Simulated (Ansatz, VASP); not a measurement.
Two plane-wave programs on SiGeO4

Contents of INCAR:

```
ALGO = Normal ; EDIFF = 1E-6
EDIFFG = -0.01 ; ENCUT = 520
GGA = PE ; IBRION = 2
ISIF = 2 ; ISMEAR = 0
LASPH = True ; LCHARG = False
LREAL = False ; LWAVE = False
NELM = 80 ; NSW = 50
PREC = Accurate ; SIGMA = 0.02
```

Contents of KPOINTS:

```
k-points
0
Gamma
  6 6 6
```

POSCAR

```
SiGeO4
1.0
    0.0000000000      3.7035198653      3.7035198653
    3.7035198653      0.0000000000      3.7035198653
    3.7035198653      3.7035198653      0.0000000000
Si Ge O
1 1 4
Direct
    0.7500000000      0.7500000000      0.7500000000
    0.5000000000      0.5000000000      0.5000000000
    0.1125838091      0.6291387303      0.6291387303
    0.6291387303      0.1125838091      0.6291387303
    0.6291387303      0.6291387303      0.1125838091
    0.6291387303      0.6291387303      0.6291387303
```

Input for Ansatz:

```yaml
crystal:
  lattice:
    - [0.0, 3.7035198653, 3.7035198653]
    - [3.7035198653, 0.0, 3.7035198653]
    - [3.7035198653, 3.7035198653, 0.0]
  atoms:
    - { symbol: Si, position: [0.75, 0.75, 0.75] }
    - { symbol: Ge, position: [0.5, 0.5, 0.5] }
    - { symbol: O, position: [0.1125838091, 0.6291387303, 0.6291387303] }
    - { symbol: O, position: [0.6291387303, 0.1125838091, 0.6291387303] }
    - { symbol: O, position: [0.6291387303, 0.6291387303, 0.1125838091] }
    - { symbol: O, position: [0.6291387303, 0.6291387303, 0.6291387303] }
basis:
  ecutwfc: 420
kpoints:
  mp_grid: { grid: [6, 6, 6] }
hamiltonian:
  xc: pbe
scf:
  occupations: { method: gaussian, width: 0.02 }
output:
  forces: true
  stress: true
  eigenvalues: true
relax:
  adjacent_minimum: "off"
  f_tol: 0.01
  max_steps: 30
```

Alike in both runs: task relaxation of the atoms; functional PBE; k mesh 6 × 6 × 6; occupations gaussian, width 0.02 eV; no spin polarisation.

|  | VASP | Ansatz |
| --- | --- | --- |
| version | VASP 6.6.1 | Ansatz 0.2.0 |
| potentials or method | VASP PAW PBE potentials, release 64 (Si, Ge_d, O), cutoff 520 eV | scalar-relativistic, plane waves, PAW |
| valence electrons in the cell | 42 | 42 |

```csv
,VASP,Ansatz,Ansatz less VASP
"gap on the k mesh at the Fermi level, each at its own relaxed structure (eV)",5.20,5.20,-0.004
```

Ansatz's warnings: stress scf threshold loose.
